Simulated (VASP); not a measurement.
Input of a VASP 6.6.1 run:

The input POSCAR:

```
AlPt
1.0
    3.1187856943      0.0000000000      0.0000000000
    0.0000000000      3.1187856943      0.0000000000
    0.0000000000      0.0000000000      3.1187856943
Al Pt
1 1
Direct
    0.0000000000      0.0000000000      0.0000000000
    0.5000000000      0.5000000000      0.5000000000
```

INCAR.step1

```
  ALGO = Normal
  EDIFF = 1E-4
  ENCUT = 520
  GGA = PE
  ISMEAR = 1
  LASPH = True
  LCHARG = False
  LREAL = False
  LWAVE = True
  NBANDS = 14
  NELM = 80
  PREC = Accurate
  SIGMA = 0.05
```

The input INCAR.step2:

```
  ALGO = Normal
  EDIFF = 1E-6
  ENCUT = 520
  ISIF = 2
  ISMEAR = 1
  ISTART = 1
  LASPH = True
  LCHARG = True
  LELF = True
  LMIXTAU = True
  LREAL = False
  LVHAR = True
  LWAVE = False
  METAGGA = R2SCAN
  NBANDS = 14
  NELM = 80
  PREC = Accurate
  SIGMA = 0.05
```

File KPOINTS:

```
k-points
0
Gamma
  11 11 11
```

Potentials or basis: VASP PAW PBE potentials, release 64 (Al, Pt).

The run is started by

```bash
$ cat potpaw_PBE.64/Al/POTCAR potpaw_PBE.64/Pt/POTCAR > POTCAR
$ cp INCAR.step1 INCAR
$ mpirun -np 1 vasp_std > vasp.out
$ cp INCAR.step2 INCAR
$ mpirun -np 1 vasp_std > vasp.out
```

(1) Estimate the pressure.

Answers

(1) -9.5 GPa.

Caveat: the PAW data sets were made with another functional, which shifts forces and pressure a little.
